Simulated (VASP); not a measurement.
# BeGa (Pm-3m) in VASP: single point with PBE

Aim: the single point of BeGa with PBE.

Program: VASP 6.6.1. These are calculated values, not measurements. Logs are shortened: lines on timing, memory, paths and dates and some standing lists are left out, and cuts for length are marked.

### 1 The cell of the first run

Symmetry: Pm-3m, No. 221, cubic system. Conventional cell: a = 2.859 Å, b = 2.859 Å, c = 2.859 Å, α = 90.00°, β = 90.00°, γ = 90.00°. Be (site symmetry m-3m) has 8 Ga at 2.48 Å and 6 Be at 2.86 Å within 3.3 Å. Ga (site symmetry m-3m) has 8 Be at 2.48 Å and 6 Ga at 2.86 Å within 3.3 Å.

### 2 Single point, PBE

Contents of INCAR:

```
ALGO     = Normal         # electronic algorithm
EDIFF    = 1E-6           # SCF threshold, eV
ENCUT    = 600            # plane-wave cutoff, eV
GGA      = PE             # functional
GGA_COMPAT= F            
ISIF     = 2              # what is computed and relaxed
ISMEAR   = -1             # smearing method
LASPH    = T              # aspherical terms in the spheres
LCHARG   = T              # write CHGCAR
LELF     = T              # ELF
LREAL    = F              # projectors in reciprocal space
LVHAR    = T            
LWAVE    = F              # write WAVECAR
NBANDS   = 14             # bands
NELM     = 120            # most SCF steps
PREC     = Accurate       # precision mode
SIGMA    = 0.1            # smearing width, eV
```

Contents of KPOINTS:

```
k-points
0
Gamma
  6 6 6
```

Contents of POSCAR:

```
BeGa
1.0
    2.8585190000      0.0000000000      0.0000000000
    0.0000000000      2.8585190000      0.0000000000
    0.0000000000      0.0000000000      2.8585190000
Be Ga
1 1
Direct
    0.0000000000      0.0000000000      0.0000000000
    0.5000000000      0.5000000000      0.5000000000
```

Potentials or basis: VASP PAW PBE potentials, release 64 (Be, Ga_d).

The run is started by

```sh
cat potpaw_PBE.64/Be/POTCAR potpaw_PBE.64/Ga_d/POTCAR > POTCAR
mpirun -np 1 vasp_std > vasp.out
```

OUTCAR:

```text
EDIFF = 1E-6
   ENCUT = 600
   GGA = PE
   ISIF = 2
   ISMEAR = -1
   LASPH = T
   LREAL = F
   NELM = 120
   PREC = Accurate

 ion  position               nearest neighbor table
   1  0.000  0.000  0.000-   2 2.48   2 2.48   2 2.48   2 2.48   2 2.48   2 2.48   2 2.48   2 2.48

   2  0.500  0.500  0.500-   1 2.48   1 2.48   1 2.48   1 2.48   1 2.48   1 2.48   1 2.48   1 2.48

  LATTYP: Found a simple cubic cell.
 ALAT       =     2.8585190000

  Lattice vectors:

 A1 = (   2.8585190000,   0.0000000000,   0.0000000000)
 A2 = (   0.0000000000,   2.8585190000,   0.0000000000)
 A3 = (   0.0000000000,   0.0000000000,   2.8585190000)

Analysis of symmetry for initial positions (statically):
=====================================================================
 Subroutine PRICEL returns:
 Original cell was already a primitive cell.

 Routine SETGRP: Setting up the symmetry group for a
 simple cubic supercell.

 Subroutine GETGRP returns: Found 48 space group operations
 (whereof 48 operations were pure point group operations)
 out of a pool of 48 trial point group operations.

The static configuration has the point symmetry O_h .

Analysis of symmetry for dynamics (positions and initial velocities):
=====================================================================
 Subroutine PRICEL returns:
 Original cell was already a primitive cell.

 Routine SETGRP: Setting up the symmetry group for a
 simple cubic supercell.

 Subroutine GETGRP returns: Found 48 space group operations
 (whereof 48 operations were pure point group operations)
 out of a pool of 48 trial point group operations.

The dynamic configuration has the point symmetry O_h .

 Subroutine INISYM returns: Found 48 space group operations
 (whereof 48 operations are pure point group operations),
 and found     1 'primitive' translations

----------------------------------------------------------------------------------------

                                     Primitive cell

  volume of cell :      23.3573

  direct lattice vectors                    reciprocal lattice vectors
     2.858519000  0.000000000  0.000000000     0.349831504  0.000000000  0.000000000
     0.000000000  2.858519000  0.000000000     0.000000000  0.349831504  0.000000000
     0.000000000  0.000000000  2.858519000     0.000000000  0.000000000  0.349831504

  length of vectors
     2.858519000  2.858519000  2.858519000     0.349831504  0.349831504  0.349831504

  position of ions in fractional coordinates (direct lattice)
     0.000000000  0.000000000  0.000000000
     0.500000000  0.500000000  0.500000000

  ion indices of the primitive-cell ions
   primitive index   ion index
                 1           1
                 2           2

----------------------------------------------------------------------------------------

 KPOINTS: k-points

Automatic generation of k-mesh.
 Grid dimensions read from file:
 generate k-points for:    6    6    6

 Generating k-lattice:

  Cartesian coordinates                     Fractional coordinates (reciprocal lattice)
     0.058305251  0.000000000  0.000000000     0.166666667  0.000000000  0.000000000
     0.000000000  0.058305251  0.000000000     0.000000000  0.166666667  0.000000000
     0.000000000  0.000000000  0.058305251     0.000000000  0.000000000  0.166666667

  Length of vectors
     0.058305251  0.058305251  0.058305251

  Shift w.r.t. Gamma in fractional coordinates (k-lattice)
     0.000000000  0.000000000  0.000000000

 Subroutine IBZKPT returns following result:
 ===========================================

 Found     20 irreducible k-points:

 Following reciprocal coordinates:
            Coordinates               Weight
  0.000000  0.000000  0.000000      1.000000
  0.166667  0.000000  0.000000      6.000000
  0.333333  0.000000  0.000000      6.000000
  0.500000  0.000000  0.000000      3.000000
  0.166667  0.166667  0.000000     12.000000
  0.333333  0.166667  0.000000     24.000000
[... 12 lines left out ...]
  0.500000  0.500000  0.333333      6.000000
  0.500000  0.500000  0.500000      1.000000
   k-points           NKPTS =     20   k-points in BZ     NKDIM =     20   number of bands    NBANDS=     14
   number of dos      NEDOS =    301   number of ions     NIONS =      2
   total plane-waves  NPLWV =  13824
   dimension x,y,z NGX =    24 NGY =   24 NGZ =   24
   dimension x,y,z NGXF=    48 NGYF=   48 NGZF=   48
   ions per type =               1   1
   NGX,Y,Z   is equivalent  to a cutoff of  13.96, 13.96, 13.96 a.u.
   NGXF,Y,Z  is equivalent  to a cutoff of  27.92, 27.92, 27.92 a.u.
 SYSTEM =  unknown system
   PREC   = accura    normal or accurate (medium, high low for compatibility)
   ISTART =      0    job   : 0-new  1-cont  2-samecut
   ICHARG =      2    charge: 1-file 2-atom 10-const
   ISPIN  =      1    spin polarized calculation?
   LNONCOLLINEAR =      F non collinear calculations
   LSORBIT =      F    spin-orbit coupling
   LASPH  =      T    aspherical Exc in radial PAW
   ENCUT  =  600.0 eV  44.10 Ry    6.64 a.u.   5.71  5.71  5.71*2*pi/ulx,y,z
   NELM   =    120;   NELMIN=  2; NELMDL= -5     # of ELM steps
   EDIFF  = 0.1E-05   stopping-criterion for ELM
   LREAL  =      F    real-space projection
   EDIFFG = 0.1E-04   stopping-criterion for IOM
   NSW    =      0    number of steps for IOM
   IBRION =     -1    ionic relax: 0-MD 1-quasi-New 2-CG
   NFREE  =      0    steps in history (QN), initial steepest desc. (CG)
   ISIF   =      2    stress and relaxation
   ISYM   =      2    0-nonsym 1-usesym 2-fastsym
   POTIM  = 0.5000    time-step for ionic-motion
   TEBEG  =    0.0;   TEEND  =   0.0 temperature during run
   PSTRESS=    0.0 pullay stress
   NELECT =      15.0000    total number of electrons
   NUPDOWN=      -1.0000    fix difference up-down
   EMIN   =  10.00;   EMAX   =-10.00  energy-range for DOS
   EFERMI =   0.00;   METHOD = LEGACY
   ISMEAR =    -1;   SIGMA  =   0.10  broadening in eV -4-tet -1-fermi 0-gaus
   EFERMI_NEDOS =   21; number of points for ismear=-14 and -15
   IALGO  =     38    algorithm
   IMIX   =      4    mixing-type and parameters
     AMIX     =   0.40;   BMIX     =  1.00
     AMIX_MAG =   1.60;   BMIX_MAG =  1.00
  volume/ion in A,a.u.               =      11.68        78.81
  Fermi-wavevector in a.u.,A,eV,Ry     =   1.412421  2.669089 27.142713  1.994933
  Thomas-Fermi vector in A             =   2.534171
   LORBIT       =      0    0 simple, 1 ext, 2 COOP (PROOUT), +10 PAW based schemes
   GGA     = PE    functional components
   LHFCALC =     F    Hartree Fock is set to
   AEXX    =    0.0000 exact exchange contribution
   IVDW    =     0    specifies the selected vdW correction
   LEPSILON=     F    determine dielectric tensor
   LRPA    =     F    only Hartree local field effects (RPA)
 non-spin polarized calculation
  energy-cutoff  :      600.00
  volume of cell :       23.36
 maximum number of plane-waves:       804
 NGX is ok and might be reduce to    24
   NGX = 11   NGY = 11   NGZ = 11

 number of electron      15.0000011 magnetization

 Free energy of the ion-electron system (eV)
  ---------------------------------------------------
  ext. energy  EPLUGINS =         0.00000000
  ---------------------------------------------------
  free energy    TOTEN  =        -5.70416270 eV

  energy without entropy =       -5.68117052  energy(sigma->0) =       -5.69266661

 E-fermi :   7.7533     XC(G=0): -11.5949

 val. band max:        7.6640231322   @ k =   0.1667   0.1667   0.1667
 cond. band min:       7.8095286304   @ k =   0.5000   0.5000   0.5000
 fundamental gap:      0.1455054982
 Fermi energy:         7.7532701128

 k-point     1 :       0.0000    0.0000    0.0000
  band No.  band energies     occupation
      1      -7.5950      2.00000
      2      -7.5950      2.00000
      3      -7.2378      2.00000
      4      -7.2378      2.00000
      5      -7.2378      2.00000
      6      -4.9171      2.00000
      7      10.3136      0.00000
      8      10.3136      0.00000
      9      10.3136      0.00000
     10      15.2703      0.00000
     11      15.2703      0.00000
     12      16.9925      0.00000
     13      24.5979      0.00000
     14      24.5979      0.00000

 k-point     2 :       0.1667    0.0000    0.0000
  band No.  band energies     occupation
      1      -7.5857      2.00000
      2      -7.5337      2.00000
      3      -7.2705      2.00000
      4      -7.2705      2.00000
      5      -7.2348      2.00000
      6      -4.4404      2.00000
      7       7.1513      1.99515
      8      10.8572      0.00000
      9      10.8572      0.00000
     10      15.7146      0.00000
     11      16.6918      0.00000
     12      19.3096      0.00000
     13      22.4976      0.00000
     14      22.4976      0.00000

 k-point     3 :       0.3333    0.0000    0.0000
  band No.  band energies     occupation
      1      -7.5671      2.00000
      2      -7.4260      2.00000
      3      -7.3350      2.00000
      4      -7.3350      2.00000
      5      -7.2289      2.00000
      6      -2.9979      2.00000
      7       3.0894      2.00000
      8      12.4225      0.00000
      9      12.4225      0.00000
     10      17.0546      0.00000
     11      17.1461      0.00000
     12      18.7383      0.00000
     13      18.7383      0.00000
     14      20.6796      0.00000

 k-point     4 :       0.5000    0.0000    0.0000
  band No.  band energies     occupation
      1      -7.5578      2.00000
      2      -7.3779      2.00000
      3      -7.3668      2.00000
      4      -7.3668      2.00000
      5      -7.2260      2.00000
      6      -1.1840      2.00000
      7       0.3630      2.00000
      8      14.2371      0.00000
      9      14.2371      0.00000
     10      16.0973      0.00000
     11      16.0973      0.00000
     12      17.4755      0.00000
     13      18.9148      0.00000
     14      19.9017      0.00000

 k-point     5 :       0.1667    0.1667    0.0000
  band No.  band energies     occupation
      1      -7.5531      2.00000
      2      -7.4890      2.00000
      3      -7.3118      2.00000
      4      -7.2703      2.00000
      5      -7.2627      2.00000
      6      -3.9632      2.00000
      7       7.1229      1.99635
      8       8.2633      0.01211
      9      11.3843      0.00000
     10      16.4892      0.00000
     11      18.2685      0.00000
[... 208 lines left out ...]
 k-point    18 :       0.5000    0.3333    0.3333
  band No.  band energies     occupation
      1      -7.5252      2.00000
      2      -7.5127      2.00000
      3      -7.4632      2.00000
      4      -7.2197      2.00000
      5      -7.1408      2.00000
      6       2.8237      2.00000
      7       3.8614      2.00000
      8       8.8407      0.00004
      9       9.0007      0.00001
     10       9.2066      0.00000
     11      11.1002      0.00000
     12      14.5969      0.00000
     13      15.2217      0.00000
     14      30.8958      0.00000

 k-point    19 :       0.5000    0.5000    0.3333
  band No.  band energies     occupation
      1      -7.5731      2.00000
      2      -7.5101      2.00000
      3      -7.5101      2.00000
      4      -7.1790      2.00000
      5      -7.0907      2.00000
      6       5.1967      2.00000
      7       5.1967      2.00000
      8       5.6895      2.00000
      9       7.5828      1.69225
     10      11.5012      0.00000
     11      11.5012      0.00000
     12      11.8784      0.00000
     13      12.6681      0.00000
     14      32.3163      0.00000

 k-point    20 :       0.5000    0.5000    0.5000
  band No.  band energies     occupation
      1      -7.5639      2.00000
      2      -7.5639      2.00000
      3      -7.5639      2.00000
      4      -7.0889      2.00000
      5      -7.0889      2.00000
      6       7.8095      0.72590
      7       7.8095      0.72590
      8       7.8095      0.72590
      9       7.9755      0.19559
     10       7.9755      0.19559
     11       7.9755      0.19559
     12       8.6666      0.00022
     13      11.7133      0.00000
     14      34.9251      0.00000

------------------------ aborting loop because EDIFF is reached ----------------------------------------

  FORCE on cell =-STRESS in cart. coord.  units (eV):
  Direction    XX          YY          ZZ          XY          YZ          ZX
  --------------------------------------------------------------------------------------
  -------------------------------------------------------------------------------------
  Total        1.7143721      1.7143721      1.7143721     -0.0000000      0.0000000     -0.0000000
  in kB      117.5959672    117.5959672    117.5959672     -0.0000000      0.0000000     -0.0000000
  external PRESSURE =     117.5959672 kB  Pullay stress =       0.0000000 kB

 VOLUME and BASIS-vectors are now :
 -----------------------------------------------------------------------------
  energy-cutoff  :      600.00
  volume of cell :       23.36
      direct lattice vectors                 reciprocal lattice vectors
     2.858519000  0.000000000  0.000000000     0.349831504  0.000000000  0.000000000
     0.000000000  2.858519000  0.000000000     0.000000000  0.349831504  0.000000000
     0.000000000  0.000000000  2.858519000     0.000000000  0.000000000  0.349831504

 POSITION                                       TOTAL-FORCE (eV/Angst)
 -----------------------------------------------------------------------------------
      0.00000      0.00000      0.00000         0.000000      0.000000      0.000000
      1.42926      1.42926      1.42926         0.000000      0.000000      0.000000
 -----------------------------------------------------------------------------------
    total drift:                                0.000000     -0.000000     -0.000000

  FREE ENERGIE OF THE ION-ELECTRON SYSTEM (eV)
  ---------------------------------------------------
  free  energy   TOTEN  =        -5.7041627003 eV

  energy  without entropy=       -5.6811705243  energy(sigma->0) =       -5.69266661
```

Run time: 7.6 s. Hardware: 1 thread of Intel Xeon Platinum 8488C (Sapphire Rapids), shared host; peak memory 0.14 GiB.

Results:

| Quantity | Value |
| --- | --- |
| Free energy | -5.7042 eV |
| Pressure | 11.8 GPa |
| Band gap on the k mesh | zero (an odd number of electrons rules out a gap without spin polarisation) |

Caveat: the k points lie up to 0.37 Å⁻¹ apart, too coarse for converged energies and pressures of a metal.
